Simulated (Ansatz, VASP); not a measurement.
Two plane-wave programs on Ir

```
CELL_PARAMETERS angstrom
2.74933 0.00000 0.00000
-1.37466 2.38099 0.00000
0.00000 0.00000 4.44976
ATOMIC_POSITIONS crystal
Ir 0.33333 0.66667 0.25000
Ir 0.66667 0.33333 0.75000
```

Alike in both runs: functional PBE; k mesh 17 × 17 × 9; occupations fermi-dirac, width 0.05 eV; no spin polarisation.

Ansatz relaxed the structure, and its values are those at the end. VASP's run is a single point on that final structure, the one shown.

|  | VASP | Ansatz |
| --- | --- | --- |
| version | VASP 6.6.1 | Ansatz 0.2.0 |
| potentials or method | VASP PAW PBE potentials, release 64 (Ir) | PAW with Ansatz's default frozen-core files, scalar-relativistic |
| plane-wave cutoff (eV) | 520 | 420 |
| valence electrons in the cell | 18 | 34 |

VASP gave:

- pressure (GPa): 0.5

Which values does Ansatz return?

Pressure (GPa): 0.0.

The functional is the same, so the differences come from potentials, cutoffs and numerics. VASP's potentials hold 18 valence electrons a cell and Ansatz's 34, so a difference there can come from the potentials and not from the codes.

Spin-orbit coupling is off throughout.
